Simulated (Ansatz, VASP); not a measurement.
# One calculation of NiSb, two programs

File INCAR:

```
  PREC = Accurate
  ENCUT = 520
  EDIFF = 1E-7
  ISMEAR = -1
  SIGMA = 0.05
  LREAL = F
  LASPH = T
  NELM = 150
  ALGO = Normal
  ISIF = 2
  LWAVE = F
  LCHARG = T
  ISPIN = 2
  MAGMOM = 0 0 1 1
  LORBIT = 11
  LMAXMIX = 4
  GGA = PS
  LELF = T
  LVHAR = T
  NBANDS = 27
```

KPOINTS

```
regular mesh
0
Gamma
  8 8 5
```

POSCAR

```
NiSb
1.0
    3.9280000000      0.0000000000      0.0000000000
   -1.9640000000      3.4017477861      0.0000000000
    0.0000000000      0.0000000000      5.1200000000
Sb Ni
2 2
Direct
    0.6666666667      0.3333333333      0.7500000000
    0.3333333333      0.6666666667      0.2500000000
    0.0000000000      0.0000000000      0.5000000000
    0.0000000000      0.0000000000      0.0000000000
```

File input.yaml:

```yaml
crystal:
  lattice:
    - [3.928, 0.0, 0.0]
    - [-1.964, 3.4017477861, 0.0]
    - [0.0, 0.0, 5.12]
  atoms:
    - { symbol: Sb, position: [0.6666666667, 0.3333333333, 0.75] }
    - { symbol: Sb, position: [0.3333333333, 0.6666666667, 0.25] }
    - { symbol: Ni, position: [0.0, 0.0, 0.5], spin: 1.0 }
    - { symbol: Ni, position: [0.0, 0.0, 0.0], spin: 1.0 }
kpoints:
  mp_grid: { grid: [8, 8, 5] }
scf:
  occupations: { method: fermi_dirac, width: 0.05 }
hamiltonian:
  xc: pbesol
  pseudopotentials: { kind: all_electron, lapw: { basis_error: 0.001 } }
magnetization:
  spin_polarized: true
output:
  forces: true
  stress: true
  eigenvalues: true
  populations: true
```

Alike in both runs: task single point; functional PBEsol; k mesh 8 × 8 × 5; occupations fermi-dirac, width 0.05 eV; collinear spin.

|  | VASP | Ansatz |
| --- | --- | --- |
| version | VASP 6.6.1 | Ansatz 0.2.0 |
| potentials or method | VASP PAW PBE potentials, release 64 (Sb, Ni), cutoff 520 eV | all-electron LAPW, scalar-relativistic |

```tsv
	VASP	Ansatz	Ansatz less VASP
gap on the k mesh at the Fermi level (eV)	none	none	-
pressure (GPa)	-2.0	-2.0	-0.07
traceless stress, the component that is largest in VASP (GPa)	-0.48	-0.58	-0.103
net moment per atom (μB)	0.00	0.00	0.000
```

VASP's potentials were made for PBE, not for PBEsol. A gap of «none» marks a metal or a gap that the smearing closes. Ansatz ran all-electron here, and VASP with PAW potentials.

Spin-orbit coupling is off throughout.
